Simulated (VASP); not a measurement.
# GaSi16 (a cell with a defect) in VASP: notebook

Runs on GaSi16 (a cell with a defect). Level: PBE+D3(BJ). Tasks: single point.

Everything below comes from runs of VASP 6.6.1. Logs are shortened: lines on timing, memory, paths and dates and some standing lists are left out, and cuts for length are marked.

### Step 1. The cell of the first run

The cell holds a defect, 17 atoms: a = 7.679 Å, b = 7.679 Å, c = 7.679 Å, α = 60.00°, β = 60.00°, γ = 60.00°.

### Step 2. Single point, PBE+D3(BJ), collinear spin, zero start

The input, INCAR:

```
SYSTEM = GaSi16
PREC = Accurate ; ENCUT = 520
EDIFF = 1E-6 ; ISMEAR = 0
SIGMA = 0.05 ; LREAL = Auto
LASPH = .True. ; NELM = 150
ALGO = Normal ; ISIF = 2
LWAVE = .False. ; LCHARG = .False.
ISPIN = 2 ; MAGMOM = 0 0 0 0 0 0 0 0 0 0 0 0 0 0 0 0 0
LORBIT = 11 ; GGA = PE
IVDW = 12 ; NBANDS = 56
```

The input, KPOINTS:

```
Automatic mesh
0
Gamma
  2 2 2
  0 0 0
```

The input, POSCAR:

```
GaSi16
1.0
    0.0000000000      5.4300000000      5.4300000000
    5.4300000000      0.0000000000      5.4300000000
    5.4300000000      5.4300000000      0.0000000000
Si Ga
16 1
Direct
    0.0000657459     -0.0002429098      0.0001598527
    0.1204494475      0.1204367403      0.1204081952
   -0.0030627072     -0.0025940147      0.5028498158
    0.1204013812      0.1203886740      0.6388468692
   -0.0034337017      0.5028206262     -0.0023005525
    0.1205225599      0.6384522099      0.1205118785
   -0.0034070902      0.5027849908      0.5029225599
    0.1275526703      0.6239661142      0.6242397790
    0.5028523941     -0.0031853591     -0.0025140884
    0.6387641805      0.1204058011      0.1204150092
    0.5028144567     -0.0031564457      0.5028551565
    0.6235194291      0.1284107735      0.6240332413
    0.5029565378      0.5028524862     -0.0028896869
    0.6231476980      0.6233813996      0.1298690608
    0.4985955801      0.4994802947      0.5010101289
    0.6231761510      0.6234127993      0.6236315838
    0.2501403315      0.2497615101      1.2501263352
```

Potentials or basis: VASP PAW PBE potentials, release 64 (Si, Ga_d).

Run with:

```
$ cat potpaw_PBE.64/Si/POTCAR potpaw_PBE.64/Ga_d/POTCAR > POTCAR
$ mpirun -np 1 vasp_std > vasp.out
```

OUTCAR:

```text
SYSTEM = GaSi16
   PREC = Accurate
   ENCUT = 520
   EDIFF = 1E-6
   ISMEAR = 0
   LREAL = Auto
   LASPH = .True.
   NELM = 150
   ISIF = 2
   ISPIN = 2
   LORBIT = 11
   GGA = PE
   IVDW = 12
 IVDW          = 12

 ion  position               nearest neighbor table
   1  0.000  1.000  0.000-  10 2.27   6 2.27   2 2.27   4 2.27
   2  0.120  0.120  0.120-   1 2.27   5 2.40   9 2.40   3 2.40  17 2.44
   3  0.997  0.997  0.503-  12 2.34   8 2.34   2 2.40   4 2.40  17 2.75
   4  0.120  0.120  0.639-   1 2.27   7 2.40  11 2.40   3 2.40  17 2.44
   5  0.997  0.503  0.998-  14 2.34   8 2.34   2 2.40   6 2.40  17 2.75
   6  0.121  0.638  0.121-   1 2.27   5 2.40   7 2.40  13 2.40  17 2.44
   7  0.997  0.503  0.503-  16 2.34   8 2.34   4 2.40   6 2.40  17 2.75
   8  0.128  0.624  0.624-  15 2.33   3 2.34   7 2.34   5 2.34
   9  0.503  0.997  0.997-  14 2.34  12 2.34   2 2.40  10 2.40  17 2.75
  10  0.639  0.120  0.120-   1 2.27   9 2.40  11 2.40  13 2.40  17 2.44
  11  0.503  0.997  0.503-  16 2.34  12 2.34   4 2.40  10 2.40  17 2.74
  12  0.624  0.128  0.624-  15 2.33   3 2.34  11 2.34   9 2.34
  13  0.503  0.503  0.997-  16 2.34  14 2.34   6 2.40  10 2.40  17 2.75
  14  0.623  0.623  0.130-  15 2.33   5 2.34   9 2.34  13 2.34
  15  0.499  0.499  0.501-   8 2.33  12 2.33  16 2.33  14 2.33
  16  0.623  0.623  0.624-  15 2.33   7 2.34  11 2.34  13 2.34
  17  0.250  0.250  0.250-  10 2.44   6 2.44   4 2.44   2 2.44  11 2.74   3 2.75   9 2.75   7 2.75
                            13 2.75   5 2.75

  LATTYP: Found a face centered cubic cell.
 ALAT       =    10.8600000000

  Lattice vectors:

 A1 = (   0.0000000000,   5.4300000000,   5.4300000000)
 A2 = (   5.4300000000,   0.0000000000,   5.4300000000)
 A3 = (   5.4300000000,   5.4300000000,   0.0000000000)

Analysis of symmetry for initial positions (statically):
=====================================================================
 Subroutine PRICEL returns:
 Original cell was already a primitive cell.

 Routine SETGRP: Setting up the symmetry group for a
 face centered cubic supercell.

 Subroutine GETGRP returns: Found  1 space group operations
 (whereof  1 operations were pure point group operations)
 out of a pool of 48 trial point group operations.

The static configuration has the point symmetry C_1 .

Analysis of symmetry for dynamics (positions and initial velocities):
=====================================================================
 Subroutine PRICEL returns:
 Original cell was already a primitive cell.

 Routine SETGRP: Setting up the symmetry group for a
 face centered cubic supercell.

 Subroutine GETGRP returns: Found  1 space group operations
 (whereof  1 operations were pure point group operations)
 out of a pool of 48 trial point group operations.

The dynamic configuration has the point symmetry C_1 .

Analysis of structural, dynamic, and magnetic symmetry:
=====================================================================
 Subroutine PRICEL returns:
 Original cell was already a primitive cell.

 Routine SETGRP: Setting up the symmetry group for a
 face centered cubic supercell.

 Subroutine GETGRP returns: Found  1 space group operations
 (whereof  1 operations were pure point group operations)
 out of a pool of 48 trial point group operations.

The overall configuration has the point symmetry C_1 .

 Subroutine INISYM returns: Found  1 space group operations
 (whereof  1 operations are pure point group operations),
 and found     1 'primitive' translations

----------------------------------------------------------------------------------------

                                     Primitive cell

  volume of cell :     320.2060

  direct lattice vectors                    reciprocal lattice vectors
     0.000000000  5.430000000  5.430000000    -0.092081031  0.092081031  0.092081031
     5.430000000  0.000000000  5.430000000     0.092081031 -0.092081031  0.092081031
     5.430000000  5.430000000  0.000000000     0.092081031  0.092081031 -0.092081031

  length of vectors
     7.679179644  7.679179644  7.679179644     0.159489025  0.159489025  0.159489025

  position of ions in fractional coordinates (direct lattice)
     0.000065746  0.999757090  0.000159853
     0.120449448  0.120436740  0.120408195
     0.996937293  0.997405985  0.502849816
     0.120401381  0.120388674  0.638846869
     0.996566298  0.502820626  0.997699447
     0.120522560  0.638452210  0.120511878
[... 9 lines left out ...]
     0.623176151  0.623412799  0.623631584
     0.250140331  0.249761510  0.250126335

  ion indices of the primitive-cell ions
   primitive index   ion index
                 1           1
                 2           2
                 3           3
                 4           4
                 5           5
                 6           6
[... 9 lines left out ...]
                16          16
                17          17

[... 76 lines left out ...]
  Fermi-wavevector in a.u.,A,eV,Ry     =   1.018033  1.923804 14.100962  1.036391
  Thomas-Fermi vector in A             =   2.151468
   LORBIT       =     11    0 simple, 1 ext, 2 COOP (PROOUT), +10 PAW based schemes
   GGA     = PE    functional components
   LHFCALC =     F    Hartree Fock is set to
   AEXX    =    0.0000 exact exchange contribution
   IVDW    =    12    specifies the selected vdW correction
   LEPSILON=     F    determine dielectric tensor
   LRPA    =     F    only Hartree local field effects (RPA)
 spin polarized calculation
 Gauss-broadening in eV      SIGMA  =   0.05
  energy-cutoff  :      520.00
  volume of cell :      320.21
 maximum number of plane-waves:      8646
 NGX is ok and might be reduce to    60
   NGX = 29   NGY = 29   NGZ = 29

 number of electron      77.0000000 magnetization       0.0000000

 number of electron      76.9999989 magnetization      -0.0000368

 Free energy of the ion-electron system (eV)
  ---------------------------------------------------
  ext. energy  EPLUGINS =         0.00000000
  ---------------------------------------------------
  free energy    TOTEN  =       -85.66363261 eV

  energy without entropy =      -85.65656562  energy(sigma->0) =      -85.66009911

 E-fermi :   6.8808     XC(G=0):  -9.7302

 val. band max:        6.8805046310   @ k =   0.0000   0.0000   0.0000
 cond. band min:       6.8811215798   @ k =   0.0000   0.0000   0.0000
 fundamental gap:      0.0006169487
 Fermi energy:         6.8807943920

 spin component 1

 k-point     1 :       0.0000    0.0000    0.0000
  band No.  band energies     occupation
      1      -8.6890      1.00000
      2      -8.6889      1.00000
      3      -8.6888      1.00000
      4      -8.6696      1.00000
      5      -8.6696      1.00000
      6      -6.1600      1.00000
[... 413 lines left out ...]
     49      10.3079      0.00000
     50      10.4815      0.00000
 Fermi energy:         6.8807943920

 spin component 2

 k-point     1 :       0.0000    0.0000    0.0000
  band No.  band energies     occupation
      1      -8.6890      1.00000
      2      -8.6889      1.00000
      3      -8.6888      1.00000
      4      -8.6696      1.00000
      5      -8.6696      1.00000
      6      -6.1600      1.00000
[... 413 lines left out ...]
     49      10.3079      0.00000
     50      10.4815      0.00000
 [bands above 50 left out]

------------------------ aborting loop because EDIFF is reached ----------------------------------------

 Edisp (eV)   -5.62357

 E8    (eV) :    -2.3457

  FORCE on cell =-STRESS in cart. coord.  units (eV):
  Direction    XX          YY          ZZ          XY          YZ          ZX
  --------------------------------------------------------------------------------------
  -------------------------------------------------------------------------------------
  Total       6.56720     6.56793     6.55942    -0.02094     0.00556    -0.00586
  in kB      32.85952    32.86318    32.82058    -0.10478     0.02780    -0.02930
  external pressure =       32.85 kB  Pullay stress =        0.00 kB

 VOLUME and BASIS-vectors are now :
 -----------------------------------------------------------------------------
  energy-cutoff  :      520.00
  volume of cell :      320.21
      direct lattice vectors                 reciprocal lattice vectors
     0.000000000  5.430000000  5.430000000    -0.092081031  0.092081031  0.092081031
     5.430000000  0.000000000  5.430000000     0.092081031 -0.092081031  0.092081031
     5.430000000  5.430000000  0.000000000     0.092081031  0.092081031 -0.092081031

 POSITION                                       TOTAL-FORCE (eV/Angst)
 -----------------------------------------------------------------------------------
      5.42955      0.00123      5.42904        -0.000211     -0.000914      0.003243
      1.30779      1.30786      1.30801         0.000886     -0.002969     -0.007806
      8.14639      8.14384     10.82928        -0.001630      0.001247      0.003391
      4.12265      4.12272      1.30749         0.002766     -0.001160     -0.007323
      8.14782     10.82886      8.14167         0.000006      0.007470      0.000960
      4.12118      1.30882      4.12123         0.006607     -0.006746     -0.000177
[... 9 lines left out ...]
      6.77145      6.77017      6.76898         0.007189      0.006928      0.000824
      2.71439      2.71645      2.71447        -0.000075     -0.000888      0.001577
 -----------------------------------------------------------------------------------
    total drift:                                0.004188     -0.003640     -0.003960

  FREE ENERGIE OF THE ION-ELECTRON SYSTEM (eV)
  ---------------------------------------------------
  free  energy   TOTEN  =       -91.2872024679 eV

  energy  without entropy=      -91.2801354839  energy(sigma->0) =      -91.28366898

 total charge

# of ion       s       p       d       tot
------------------------------------------
    1        0.756   1.007   0.000   1.764
    2        0.757   0.942   0.000   1.699
    3        0.745   0.930   0.000   1.675
    4        0.757   0.942   0.000   1.699
    5        0.745   0.930   0.000   1.675
    6        0.757   0.942   0.000   1.699
[... 9 lines left out ...]
   16        0.746   0.955   0.000   1.701
   17        1.085   0.714  10.057  11.856
--------------------------------------------------
tot         13.060  15.858  10.057  38.975

 magnetization (x)

# of ion       s       p       d       tot
------------------------------------------
    1        0.000   0.000   0.000   0.000
    2        0.000  -0.000   0.000  -0.000
    3       -0.000   0.000   0.000  -0.000
    4       -0.000  -0.000   0.000  -0.000
    5       -0.000   0.000   0.000  -0.000
    6        0.000  -0.000   0.000  -0.000
[... 9 lines left out ...]
   16        0.000  -0.000   0.000  -0.000
   17        0.000   0.000   0.000   0.000
--------------------------------------------------
tot         -0.000  -0.000   0.000  -0.000
```

It took 17 min on 1 thread of Intel Xeon 8259CL, shared host; peak memory 0.72 GiB.

Results:

* Free energy: -91.2872 eV
* Pressure: 3.3 GPa
* Largest force: 0.019 eV/Å
* Net moment: 0.00 μB per cell
* Valence electrons inside the program's atomic spheres: Si 1.76, 1.70, 1.68, 1.71 (each value once); Ga 11.86
* Dispersion energy per atom: -0.331 eV

Forces in eV/Å, atoms in the order of the input:
```
Si   0.000 -0.001  0.003
Si   0.001 -0.003 -0.008
Si  -0.002  0.001  0.003
Si   0.003 -0.001 -0.007
Si   0.000  0.007  0.001
Si   0.007 -0.007  0.000
Si  -0.006  0.000  0.001
Si   0.000  0.001 -0.004
Si   0.006  0.000  0.000
Si  -0.005  0.005  0.002
Si   0.000 -0.004  0.000
Si   0.000  0.000 -0.004
Si   0.001  0.000 -0.010
Si  -0.008 -0.008  0.002
Si  -0.004  0.003  0.018
Si   0.007  0.007  0.001
Ga   0.000 -0.001  0.002
```

Caveat: the k points lie up to 0.50 Å⁻¹ apart.

### Step 3. Single point, PBE+D3(BJ), collinear spin

The input, INCAR:

```
ALGO = Normal
EDIFF = 1E-6
ENCUT = 520
GGA = PE
ISIF = 2
ISMEAR = 0
ISPIN = 2
IVDW = 12
LASPH = T
LCHARG = F
LORBIT = 11
LREAL = Auto
LWAVE = F
MAGMOM = 0 0 0 0 0 0 0 0 0 0 0 0 0 0 0 0 1
NBANDS = 56
NELM = 150
PREC = Accurate
SIGMA = 0.05
```

The input, KPOINTS:

```
k-points
0
Gamma
  2 2 2
```

The input, POSCAR:

```
GaSi16
1.0
    0.0000000000      5.4300000000      5.4300000000
    5.4300000000      0.0000000000      5.4300000000
    5.4300000000      5.4300000000      0.0000000000
Si Ga
16 1
Direct
    0.0011644520      0.0012858487     -0.0036147526
    0.1220034399      0.1222239349      0.1280567930
    0.0011853760      0.0012916721      0.5015035195
    0.1248677913      0.1249863370      0.6252780804
   -0.0140008396      0.5046360387      0.0048646679
    0.1220470349      0.6278366045      0.1280693258
    0.0011818108      0.4961210691      0.5015153093
    0.1219741689      0.6278321658      0.6224700384
    0.5044074471     -0.0136021103      0.0047872162
    0.6277158322      0.1222239349      0.1280567930
    0.4960194324      0.0012916721      0.5015035195
    0.6277130942      0.1221497900      0.6224240217
    0.5045001329      0.5046360387      0.0048646679
    0.6247108332      0.6251090816      0.1254692519
    0.5043646233      0.5045169029      0.4867538505
    0.6277236269      0.6278321658      0.6224700384
    0.3746988437      0.3751450534      0.8754572593
```

Potentials or basis: VASP PAW PBE potentials, release 64 (Si, Ga_d).

Run with:

```
$ cat potpaw_PBE.64/Si/POTCAR potpaw_PBE.64/Ga_d/POTCAR > POTCAR
$ mpirun -np 1 vasp_std > vasp.out
```

Run time: 13 min. Hardware: 1 thread of Intel Xeon 8259CL, shared host; peak memory 0.69 GiB.

The run converged. Its results:

* Free energy: -91.2874 eV
* Pressure: 3.3 GPa
* Largest force: 0.006 eV/Å
* Net moment: 0.00 μB per cell
* Valence electrons inside the program's atomic spheres: Si 1.70, 1.68, 1.71, 1.76 (each value once); Ga 11.86
* Dispersion energy per atom: -0.331 eV

Forces on the atoms (eV/Å):
```
Si   0.003  0.003 -0.003
Si   0.000  0.001  0.002
Si   0.000 -0.001 -0.002
Si  -0.004 -0.002  0.002
Si   0.003 -0.002 -0.003
Si  -0.001  0.000  0.000
Si   0.003 -0.001  0.001
Si   0.000  0.001  0.001
Si  -0.002  0.004 -0.004
Si   0.000 -0.002 -0.001
Si   0.000  0.002  0.001
Si   0.002  0.000  0.000
Si   0.003  0.003  0.002
Si  -0.004 -0.001  0.001
Si  -0.002 -0.004  0.004
Si   0.000 -0.001 -0.001
Ga  -0.002  0.000  0.000
```

Levels at points of the mesh, in eV from the Fermi level:
Spin up:
| k point | band 36 | band 37 | band 38 | band 39 | band 40 | band 41 |
| --- | --- | --- | --- | --- | --- | --- |
| (0.00, 0.00, 0.00) | -0.72 | -0.72 | -0.72 | -0.17 | -0.17 | -0.17 |
| (0.50, 0.00, 0.00) | -1.45 | -1.45 | -1.11 | 0.13 | 0.61 | 0.61 |
| (0.00, 0.50, 0.00) | -1.45 | -1.45 | -1.11 | 0.13 | 0.61 | 0.61 |
| (0.00, 0.00, 0.50) | -1.45 | -1.45 | -1.11 | 0.13 | 0.61 | 0.61 |
| (0.50, 0.50, 0.00) | -1.98 | -1.92 | -0.66 | 0.27 | 1.12 | 1.23 |
| (0.00, 0.50, 0.50) | -1.98 | -1.92 | -0.66 | 0.27 | 1.12 | 1.23 |
Spin down:
```
           k point  band 36  band 37  band 38  band 39  band 40  band 41
(0.00, 0.00, 0.00)    -0.72    -0.72    -0.72    -0.17    -0.17    -0.17
(0.50, 0.00, 0.00)    -1.45    -1.45    -1.11     0.13     0.61     0.61
(0.00, 0.50, 0.00)    -1.45    -1.45    -1.11     0.13     0.61     0.61
(0.00, 0.00, 0.50)    -1.45    -1.45    -1.11     0.13     0.61     0.61
(0.50, 0.50, 0.00)    -1.98    -1.92    -0.65     0.27     1.12     1.23
(0.00, 0.50, 0.50)    -1.98    -1.92    -0.65     0.27     1.12     1.23
```

Caveat: the k points lie up to 0.50 Å⁻¹ apart.

### Step 4. Single point, PBE+D3(BJ), collinear spin

The input, INCAR:

```
  ALGO = Normal
  EDIFF = 1E-6
  ENCUT = 520
  GGA = PE
  ISIF = 2
  ISMEAR = 0
  ISPIN = 2
  IVDW = 12
  LASPH = T
  LCHARG = F
  LORBIT = 11
  LREAL = Auto
  LWAVE = F
  MAGMOM = 0 0 0 0 0 0 0 0 0 0 0 0 0 0 0 0 1
  NBANDS = 56
  NELM = 150
  PREC = Accurate
  SIGMA = 0.05
```

KPOINTS is that of step 3.

The input, POSCAR:

```
GaSi16
1.0
    0.0000000000      5.4300000000      5.4300000000
    5.4300000000      0.0000000000      5.4300000000
    5.4300000000      5.4300000000      0.0000000000
Si Ga
16 1
Direct
    0.0000657174     -0.0002428682      0.0001598359
    0.1204494809      0.1204367648      0.1204082220
   -0.0030626468     -0.0025941259      0.5028498490
    0.1204013478      0.1203886336      0.6388469259
   -0.0034337506      0.5028206571     -0.0023005477
    0.1205226244      0.6384522052      0.1205118975
   -0.0034070731      0.5027849596      0.5029225439
    0.1275526781      0.6239661296      0.6242397871
    0.5028523676     -0.0031853021     -0.0025141002
    0.6387642336      0.1204058233      0.1204150026
    0.5028144588     -0.0031565326      0.5028551629
    0.6235195209      0.1284107557      0.6240331740
    0.5029564826      0.5028525449     -0.0028896998
    0.6231476821      0.6233814781      0.1298690721
    0.4985956112      0.4994803407      0.5010100087
    0.6231761727      0.6234128557      0.6236315840
    0.2501403224      0.2497614704      1.2501263321
```

Run with:

```
$ cat potpaw_PBE.64/Si/POTCAR potpaw_PBE.64/Ga_d/POTCAR > POTCAR
$ mpirun -np 1 vasp_std > vasp.out
```

It took 6.6 min on 1 thread of AMD EPYC 7R13 (Zen 3), shared host; peak memory 0.69 GiB.

Results (log left out):

* Free energy: -91.2872 eV
* Pressure: 3.3 GPa
* Largest force: 0.019 eV/Å
* Net moment: 0.00 μB per cell
* Valence electrons inside the program's atomic spheres: Si 1.76, 1.70, 1.68, 1.71 (each value once); Ga 11.86
* Dispersion energy per atom: -0.331 eV

Forces on the atoms (eV/Å):
```
Si   0.000 -0.001  0.003
Si   0.001 -0.003 -0.008
Si  -0.002  0.001  0.003
Si   0.003 -0.001 -0.007
Si   0.000  0.007  0.001
Si   0.007 -0.007  0.000
Si  -0.006  0.000  0.001
Si   0.000  0.001 -0.004
Si   0.006  0.000  0.000
Si  -0.005  0.005  0.002
Si   0.000 -0.004  0.000
Si   0.000  0.000 -0.004
Si   0.001  0.000 -0.010
Si  -0.008 -0.008  0.002
Si  -0.004  0.003  0.018
Si   0.007  0.007  0.001
Ga   0.000 -0.001  0.002
```

Levels at points of the mesh, in eV from the Fermi level:
Spin up:
```
           k point  band 34  band 35  band 36  band 37  band 38  band 39  band 40  band 41  band 42  band 43
(0.00, 0.00, 0.00)    -1.76    -1.76    -0.72    -0.72    -0.72    -0.17    -0.17    -0.17     0.00     0.00
(0.50, 0.00, 0.00)    -1.48    -1.48    -1.45    -1.45    -1.11     0.13     0.61     0.61     0.87     0.87
(0.00, 0.50, 0.00)    -1.48    -1.48    -1.45    -1.45    -1.11     0.13     0.61     0.61     0.87     0.87
(0.00, 0.00, 0.50)    -1.48    -1.48    -1.45    -1.45    -1.11     0.13     0.61     0.61     0.87     0.87
(0.50, 0.50, 0.50)    -1.48    -1.48    -1.45    -1.45    -1.11     0.13     0.61     0.61     0.87     0.87
(0.50, 0.50, 0.00)    -2.08    -2.08    -1.98    -1.92    -0.65     0.27     1.12     1.23     1.34     1.34
(0.00, 0.50, 0.50)    -2.08    -2.08    -1.98    -1.92    -0.65     0.27     1.12     1.23     1.34     1.34
(0.50, 0.00, 0.50)    -2.08    -2.08    -1.98    -1.92    -0.65     0.27     1.12     1.23     1.34     1.34
```
Spin down:
```tsv
k point	band 34	band 35	band 36	band 37	band 38	band 39	band 40	band 41	band 42	band 43
(0.00, 0.00, 0.00)	-1.76	-1.76	-0.72	-0.72	-0.72	-0.17	-0.17	-0.17	0.00	0.00
(0.50, 0.00, 0.00)	-1.48	-1.48	-1.45	-1.45	-1.11	0.13	0.61	0.61	0.87	0.87
(0.00, 0.50, 0.00)	-1.48	-1.48	-1.45	-1.45	-1.11	0.13	0.61	0.61	0.87	0.87
(0.00, 0.00, 0.50)	-1.48	-1.48	-1.45	-1.45	-1.11	0.13	0.61	0.61	0.87	0.87
(0.50, 0.50, 0.50)	-1.48	-1.48	-1.45	-1.45	-1.11	0.13	0.61	0.61	0.87	0.87
(0.50, 0.50, 0.00)	-2.08	-2.08	-1.98	-1.92	-0.65	0.27	1.12	1.23	1.34	1.34
(0.00, 0.50, 0.50)	-2.08	-2.08	-1.98	-1.92	-0.65	0.27	1.12	1.23	1.34	1.34
(0.50, 0.00, 0.50)	-2.08	-2.08	-1.98	-1.92	-0.65	0.27	1.12	1.23	1.34	1.34
```

Caveat: the k points lie up to 0.50 Å⁻¹ apart.
